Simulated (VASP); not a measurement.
# AlNi (P4/mmm) in VASP: further runs, part 2 of 2

VASP 6.6.1. Earlier steps stand in the parts before.

## 5. Single point, PBEsol

This run uses another cell than the first one, of 10.43 Å³/atom, 1.035 times its volume.

INCAR reads:

```
SYSTEM = AlNi
PREC = Accurate ; ENCUT = 520
EDIFF = 1E-6 ; ISMEAR = 0
SIGMA = 0.15 ; LREAL = .FALSE.
LASPH = .TRUE. ; NELM = 100
ALGO = Fast ; ISIF = 2
LWAVE = .FALSE. ; LCHARG = .TRUE.
GGA = PS ; LELF = .TRUE.
LVHAR = .TRUE. ; NBANDS = 14
```

KPOINTS reads:

```
regular mesh
0
G
  16 16 16
  0 0 0
```

POSCAR reads:

```
AlNi
1.0
    1.9874914371     -1.9874386223      0.0000000000
    1.9874914371      1.9874386223      0.0000000000
    0.0000000000      0.0000000000      2.6394000000
Al Ni
1 1
Direct
    0.0000000000      0.0000000000      0.0000000000
    0.5000000000      0.5000000000      0.5000000000
```

Potentials or basis: VASP PAW PBE potentials, release 64 (Al, Ni).

Started as:

```
> cat potpaw_PBE.64/Al/POTCAR potpaw_PBE.64/Ni/POTCAR > POTCAR
> mpirun -np 1 vasp_std > vasp.out
```

OUTCAR:

```text
SYSTEM = AlNi
   PREC = Accurate
   ENCUT = 520
   EDIFF = 1E-6
   ISMEAR = 0
   LREAL = .FALSE.
   LASPH = .TRUE.
   NELM = 100
   ISIF = 2
   GGA = PS

 ion  position               nearest neighbor table
   1  0.000  0.000  0.000-   2 2.39   2 2.39   2 2.39   2 2.39   2 2.39   2 2.39   2 2.39   2 2.39

   2  0.500  0.500  0.500-   1 2.39   1 2.39   1 2.39   1 2.39   1 2.39   1 2.39   1 2.39   1 2.39

  LATTYP: Found a base centered orthorhombic cell.
 ALAT       =     3.9748772446
 B/A-ratio  =     1.0000265743
 C/A-ratio  =     0.6640205062

  Lattice vectors:

 A1 = (  -1.9874914371,  -1.9874386223,   0.0000000000)
 A2 = (   1.9874914371,  -1.9874386223,   0.0000000000)
 A3 = (   0.0000000000,   0.0000000000,   2.6394000000)

Analysis of symmetry for initial positions (statically):
=====================================================================
 Subroutine PRICEL returns:
 Original cell was already a primitive cell.

 Routine SETGRP: Setting up the symmetry group for a
 base centered orthorhombic supercell.

 Subroutine GETGRP returns: Found  8 space group operations
 (whereof  8 operations were pure point group operations)
 out of a pool of  8 trial point group operations.

The static configuration has the point symmetry D_2h.

Analysis of symmetry for dynamics (positions and initial velocities):
=====================================================================
 Subroutine PRICEL returns:
 Original cell was already a primitive cell.

 Routine SETGRP: Setting up the symmetry group for a
 base centered orthorhombic supercell.

 Subroutine GETGRP returns: Found  8 space group operations
 (whereof  8 operations were pure point group operations)
 out of a pool of  8 trial point group operations.

The dynamic configuration has the point symmetry D_2h.

 Subroutine INISYM returns: Found  8 space group operations
 (whereof  8 operations are pure point group operations),
 and found     1 'primitive' translations

----------------------------------------------------------------------------------------

                                     Primitive cell

  volume of cell :      20.8514

  direct lattice vectors                    reciprocal lattice vectors
     1.987491437 -1.987438622  0.000000000     0.251573411 -0.251580096  0.000000000
     1.987491437  1.987438622  0.000000000     0.251573411  0.251580096  0.000000000
     0.000000000  0.000000000  2.639400000     0.000000000  0.000000000  0.378873987

  length of vectors
     2.810700000  2.810700000  2.639400000     0.355783257  0.355783257  0.378873987

  position of ions in fractional coordinates (direct lattice)
     0.000000000  0.000000000  0.000000000
     0.500000000  0.500000000  0.500000000

  ion indices of the primitive-cell ions
   primitive index   ion index
                 1           1
                 2           2

----------------------------------------------------------------------------------------

 KPOINTS: regular mesh

Automatic generation of k-mesh.
 Grid dimensions read from file:
 generate k-points for:   16   16   16

 Generating k-lattice:

  Cartesian coordinates                     Fractional coordinates (reciprocal lattice)
     0.015723338 -0.015723756  0.000000000     0.062500000  0.000000000  0.000000000
     0.015723338  0.015723756  0.000000000     0.000000000  0.062500000  0.000000000
[... 40 lines left out ...]
   k-points           NKPTS =    657   k-points in BZ     NKDIM =    657   number of bands    NBANDS=     14
   number of dos      NEDOS =    301   number of ions     NIONS =      2
   total plane-waves  NPLWV =  11520
   dimension x,y,z NGX =    24 NGY =   24 NGZ =   20
   dimension x,y,z NGXF=    48 NGYF=   48 NGZF=   40
   ions per type =               1   1
   NGX,Y,Z   is equivalent  to a cutoff of  14.20, 14.20, 12.60 a.u.
   NGXF,Y,Z  is equivalent  to a cutoff of  28.39, 28.39, 25.19 a.u.
 SYSTEM =  AlNi
   PREC   = accura    normal or accurate (medium, high low for compatibility)
   ISTART =      0    job   : 0-new  1-cont  2-samecut
   ICHARG =      2    charge: 1-file 2-atom 10-const
   ISPIN  =      1    spin polarized calculation?
   LNONCOLLINEAR =      F non collinear calculations
   LSORBIT =      F    spin-orbit coupling
   LASPH  =      T    aspherical Exc in radial PAW
   ENCUT  =  520.0 eV  38.22 Ry    6.18 a.u.   5.23  5.23  4.91*2*pi/ulx,y,z
   NELM   =    100;   NELMIN=  2; NELMDL= -5     # of ELM steps
   EDIFF  = 0.1E-05   stopping-criterion for ELM
   LREAL  =      F    real-space projection
   EDIFFG = 0.1E-04   stopping-criterion for IOM
   NSW    =      0    number of steps for IOM
   IBRION =     -1    ionic relax: 0-MD 1-quasi-New 2-CG
   NFREE  =      0    steps in history (QN), initial steepest desc. (CG)
   ISIF   =      2    stress and relaxation
   ISYM   =      2    0-nonsym 1-usesym 2-fastsym
   POTIM  = 0.5000    time-step for ionic-motion
   TEBEG  =    0.0;   TEEND  =   0.0 temperature during run
   PSTRESS=    0.0 pullay stress
   NELECT =      13.0000    total number of electrons
   NUPDOWN=      -1.0000    fix difference up-down
   EMIN   =  10.00;   EMAX   =-10.00  energy-range for DOS
   EFERMI =   0.00;   METHOD = LEGACY
   ISMEAR =     0;   SIGMA  =   0.15  broadening in eV -4-tet -1-fermi 0-gaus
   EFERMI_NEDOS =   21; number of points for ismear=-14 and -15
   IALGO  =     68    algorithm
   IMIX   =      4    mixing-type and parameters
     AMIX     =   0.40;   BMIX     =  1.00
     AMIX_MAG =   1.60;   BMIX_MAG =  1.00
  volume/ion in A,a.u.               =      10.43        70.36
  Fermi-wavevector in a.u.,A,eV,Ry     =   1.398550  2.642876 26.612194  1.955941
  Thomas-Fermi vector in A             =   2.521697
   LORBIT       =      0    0 simple, 1 ext, 2 COOP (PROOUT), +10 PAW based schemes
   GGA     = PS    functional components
   LHFCALC =     F    Hartree Fock is set to
   AEXX    =    0.0000 exact exchange contribution
   IVDW    =     0    specifies the selected vdW correction
   LEPSILON=     F    determine dielectric tensor
   LRPA    =     F    only Hartree local field effects (RPA)
 non-spin polarized calculation
 RMM-DIIS sequential band-by-band and
 Gauss-broadening in eV      SIGMA  =   0.15
  energy-cutoff  :      520.00
  volume of cell :       20.85
 maximum number of plane-waves:       580
 NGX is ok and might be reduce to    24
   NGX = 11   NGY = 11   NGZ =  9

 number of electron      12.9999989 magnetization

 Free energy of the ion-electron system (eV)
  ---------------------------------------------------
  ext. energy  EPLUGINS =         0.00000000
  ---------------------------------------------------
  free energy    TOTEN  =       -11.37396155 eV

  energy without entropy =      -11.36558186  energy(sigma->0) =      -11.36977170

 E-fermi :  11.8335     XC(G=0): -12.8487

 val. band max:       11.8287051801   @ k =  -0.4375   0.3125   0.5000
 cond. band min:      11.8363002893   @ k =   0.3125   0.0000   0.1250
 fundamental gap:      0.0075951092
 Fermi energy:        11.8335124589

 k-point     1 :       0.0000    0.0000    0.0000
  band No.  band energies     occupation
      1      -0.3564      2.00000
      2       7.8226      2.00000
      3       7.8685      2.00000
      4       9.8274      2.00000
      5      10.0511      2.00000
      6      10.0512      2.00000
      7      17.1170      0.00000
      8      17.1172      0.00000
      9      19.6688      0.00000
     10      20.1537      0.00000
     11      20.5214      0.00000
     12      28.3301      0.00000
     13      33.3338      0.00000
     14      34.9675      0.00000
[... 377 lines left out ...]
      1      -0.2042      2.00000
      2       7.8245      2.00000
      3       7.8883      2.00000
      4       9.7486      2.00000
      5      10.0227      2.00000
      6      10.0313      2.00000
      7      16.3187      0.00000
      8      16.6036      0.00000
      9      19.8558      0.00000
     10      20.9973      0.00000
     11      21.1896      0.00000
     12      28.6895      0.00000
     13      31.4699      0.00000
     14      34.0988      0.00000

 [... further k-points ...]
[... 5 lines left out ...]
  --------------------------------------------------------------------------------------
  -------------------------------------------------------------------------------------
  Total        3.0862800      3.0876388      4.2244917      0.0000000      0.0000000      0.0000000
  in kB      237.1437625    237.2481690    324.6017386      0.0000000      0.0000000      0.0000000
  external PRESSURE =     266.3312234 kB  Pullay stress =       0.0000000 kB

 VOLUME and BASIS-vectors are now :
 -----------------------------------------------------------------------------
  energy-cutoff  :      520.00
  volume of cell :       20.85
      direct lattice vectors                 reciprocal lattice vectors
     1.987491437 -1.987438622  0.000000000     0.251573411 -0.251580096  0.000000000
     1.987491437  1.987438622  0.000000000     0.251573411  0.251580096  0.000000000
     0.000000000  0.000000000  2.639400000     0.000000000  0.000000000  0.378873987

 POSITION                                       TOTAL-FORCE (eV/Angst)
 -----------------------------------------------------------------------------------
      0.00000      0.00000      0.00000        -0.000000      0.000000      0.000000
      1.98749      0.00000      1.31970         0.000000     -0.000000      0.000000
 -----------------------------------------------------------------------------------
    total drift:                                0.000000     -0.000000     -0.000000

  FREE ENERGIE OF THE ION-ELECTRON SYSTEM (eV)
  ---------------------------------------------------
  free  energy   TOTEN  =       -11.3739615451 eV

  energy  without entropy=      -11.3655818645  energy(sigma->0) =      -11.36977170
```

OSZICAR:

```text
N       E                     dE             d eps       ncg     rms          rms(c)
DAV:   1     0.413344503894E+02    0.41334E+02   -0.54713E+03 18874   0.101E+03
DAV:   2    -0.113540667515E+02   -0.52689E+02   -0.47720E+02 19950   0.188E+02
DAV:   3    -0.131440873964E+02   -0.17900E+01   -0.17767E+01 23072   0.377E+01
DAV:   4    -0.131666031916E+02   -0.22516E-01   -0.22510E-01 22058   0.389E+00
DAV:   5    -0.131672432340E+02   -0.64004E-03   -0.64003E-03 23390   0.708E-01    0.140E+01
RMM:   6    -0.145954942617E+02   -0.14283E+01   -0.13927E+01 22593   0.468E+01    0.158E+01
RMM:   7    -0.113944534974E+02    0.32010E+01   -0.37012E+00 20977   0.236E+01    0.164E+00
RMM:   8    -0.113854928666E+02    0.89606E-02   -0.64432E-02 20185   0.258E+00    0.747E-01
RMM:   9    -0.113771599399E+02    0.83329E-02   -0.24006E-02 21542   0.113E+00    0.526E-01
RMM:  10    -0.113740573025E+02    0.31026E-02   -0.77336E-03 23153   0.111E+00    0.198E-01
RMM:  11    -0.113740280321E+02    0.29270E-04   -0.97413E-04 25472   0.348E-01    0.101E-01
RMM:  12    -0.113739514410E+02    0.76591E-04   -0.25683E-04 26516   0.157E-01    0.331E-02
RMM:  13    -0.113739598705E+02   -0.84296E-05   -0.88432E-05 25765   0.621E-02    0.189E-02
RMM:  14    -0.113739613141E+02   -0.14436E-05   -0.13022E-05 23732   0.269E-02    0.153E-02
RMM:  15    -0.113739615451E+02   -0.23097E-06   -0.17038E-06 13692   0.967E-03
   1 F= -.11373962E+02 E0= -.11369772E+02  d E =-.837968E-02
```

Wall time 84 s (1 thread of Intel Xeon Platinum 8488C (Sapphire Rapids), shared host); peak memory 0.3 GiB.

Results:

```
Free energy : -11.3740 eV
Pressure    : 26.6 GPa
```

Stress tensor (GPa, compression positive):
```
23.71  0.00  0.00
 0.00 23.72  0.00
 0.00  0.00 32.46
```

Caveat: the PAW data sets were made with another functional, which shifts forces and pressure a little.

## 6. Overview

| cell | further INCAR settings | gap on the mesh (eV) | pressure (GPa) |
| --- | --- | --- | --- |
| a = 2.763, b = 2.763, c = 2.639 Å, 2 atoms | ALGO = Fast; EDIFF = 1e-07; NBANDS = 14 | none | 36.6 |
| a = 2.716, b = 2.716, c = 2.792 Å, 2 atoms | ALGO = Fast; EDIFF = 1e-06; NBANDS = 14 | none | 30.2 |
| a = 2.763, b = 2.763, c = 2.716 Å, 2 atoms | ALGO = Fast; EDIFF = 1e-07; NBANDS = 14 | none | 27.9 |
| a = 2.811, b = 2.811, c = 2.639 Å, 2 atoms | ALGO = Fast; EDIFF = 1e-06; NBANDS = 14 | none | 26.6 |

Alike in all rows: task single point; level PBEsol; potentials or basis VASP PAW PBE potentials, release 64 (Al, Ni); no spin polarisation; k mesh 16 × 16 × 16; cutoff (eV) 520; smearing gaussian 0.15 eV.

Caveats: the PAW data sets were made with another functional, which shifts forces and pressure a little.

Total energies depend on the potentials used, so only differences within one code and one set of settings carry meaning.
